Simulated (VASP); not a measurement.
Crystal: Y3AlN4.

```
Y Al N
1.0
     5.03982    0.00000    0.00000
     0.00000    5.03982    0.00000
     0.00000    0.00000    5.03982
Y Al N
3 1 4
Direct
  0.00000 0.00000 0.50000
  0.50000 0.00000 0.00000
  0.00000 0.50000 0.00000
  0.50000 0.50000 0.50000
  0.50000 0.50000 0.00000
  0.00000 0.50000 0.50000
  0.50000 0.00000 0.50000
  0.00000 0.00000 0.00000
```

| Property | Result |
| --- | --- |
| Program | VASP 6.6.1 |
| Task | relaxation of cell and atoms |
| Functional | PBE |
| Potentials or basis | VASP PAW PBE potentials, release 64 (Y_sv, Al, N) |
| Cutoff | 600 eV |
| k mesh | 4 × 4 × 4 |
| Occupations | gaussian, width 0.1 eV |
| Spin | no spin polarisation |

At the start: pressure -18.4 GPa; volume 16.00 Å³/atom.

Task: Where does the relaxation end?

Result: Over 3 steps the energy falls by 155.7 meV/atom and the volume is 13.67 Å³/atom (-14.5 %); space group Pm-3m (No. 221, to 0.05 Å).

The path:
| step | energy change (eV) | largest force (eV/Å) | pressure (GPa) | volume (Å³) |
| --- | --- | --- | --- | --- |
| 1 | 0.0000 | 0.0000 | -18.36 | 128.01 |
| 2 | -0.4046 | 0.0000 | 24.45 | 96.95 |
| 3 | -1.2456 | 0.0000 | -0.37 | 109.40 |

Final structure:
```yaml
crystal:
  lattice:
    - [4.78264, 0.00000, 0.00000]
    - [0.00000, 4.78264, 0.00000]
    - [0.00000, 0.00000, 4.78264]
  atoms:
    - { symbol: Y, position: [0.00000, 0.00000, 0.50000] }
    - { symbol: Y, position: [0.50000, 0.00000, 0.00000] }
    - { symbol: Y, position: [0.00000, 0.50000, 0.00000] }
    - { symbol: Al, position: [0.50000, 0.50000, 0.50000] }
    - { symbol: N, position: [0.50000, 0.50000, 0.00000] }
    - { symbol: N, position: [0.00000, 0.50000, 0.50000] }
    - { symbol: N, position: [0.50000, 0.00000, 0.50000] }
    - { symbol: N, position: [0.00000, 0.00000, 0.00000] }
```
